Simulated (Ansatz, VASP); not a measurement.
## Two plane-wave programs on Pd

```
CELL_PARAMETERS angstrom
0.00000 1.92019 1.92019
1.92019 0.00000 1.92019
1.92019 1.92019 0.00000
ATOMIC_POSITIONS crystal
Pd 0.00000 0.00000 0.00000
```

Alike in both runs: task single point; functional LDA; k mesh 12 × 12 × 12; occupations fermi-dirac, width 0.05 eV; no spin polarisation.

```csv
,VASP,Ansatz
version,VASP 6.6.1,Ansatz 0.2.0
potentials or method,"VASP PAW LDA potentials, release 64 (Pd)",Ansatz PAW
plane-wave cutoff (eV),520,420
valence electrons in the cell,10,18
```

|  | VASP | Ansatz | Ansatz less VASP |
| --- | --- | --- | --- |
| gap on the k mesh at the Fermi level (eV) | none | none | - |
| pressure (GPa) | -0.2 | -0.4 | -0.27 |

LDA's correlation is that of Perdew and Zunger in VASP and of Perdew and Wang (1992) in Ansatz. A gap of «none» marks a metal or a gap that the smearing closes. VASP's potentials hold 10 valence electrons a cell and Ansatz's 18, so a difference there can come from the potentials and not from the codes.
